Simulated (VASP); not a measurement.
Here is a VASP 6.6.1 calculation.

Contents of INCAR:

```
PREC = Accurate
ENCUT = 700
EDIFF = 1E-6
ISMEAR = 0
SIGMA = 0.1
LREAL = F
LASPH = T
NELM = 120
ALGO = Normal
ISIF = 2
LWAVE = F
LCHARG = F
GGA = PE
NBANDS = 40
GGA_COMPAT = F
```

KPOINTS

```
Automatic mesh
0
Gamma
  6 6 2
```

POSCAR

```
W2AuN3
1.0
    2.8935899286      0.0000000000      0.0000000000
   -1.4467949643      2.5059223863      0.0000000000
    0.0000000000      0.0000000000      9.9060251471
W Au N
2 1 3
Direct
    0.3333333333      0.6666666667      0.9338121796
    0.3333333333      0.6666666667      0.2273551916
    0.0000000000      0.0000000000      0.5920545808
    0.6666666667      0.3333333333      0.3471801389
    0.6666666667      0.3333333333      0.0869902470
    0.0000000000      0.0000000000      0.8126086722
```

Potentials or basis: VASP PAW PBE potentials, release 64 (W_sv, Au_sv_GW, N).

Launch:

```sh
$ cat potpaw_PBE.64/W_sv/POTCAR potpaw_PBE.64/Au_sv_GW/POTCAR potpaw_PBE.64/N/POTCAR > POTCAR
$ mpirun -np 1 vasp_std > vasp.out
```

Problem. What does it give for the pressure?

Solution. 0.9 GPa.

Problem. Estimate the band gap on the k mesh.

Solution. Zero (bands 31 and 32 overlap by 0.97 eV).

Problem. Predict the largest force.

Solution. 0.128 eV/Å.

Forces on the atoms (eV/Å):
```
W    0.000  0.000  0.030
W    0.000  0.000 -0.030
Au   0.000  0.000 -0.010
N    0.000  0.000  0.128
N    0.000  0.000 -0.026
N    0.000  0.000 -0.092
```

Caveat: the k points lie up to 0.42 Å⁻¹ apart, too coarse for converged energies and pressures of a metal; spin-orbit coupling is left out, which moves the levels of the heavy elements.
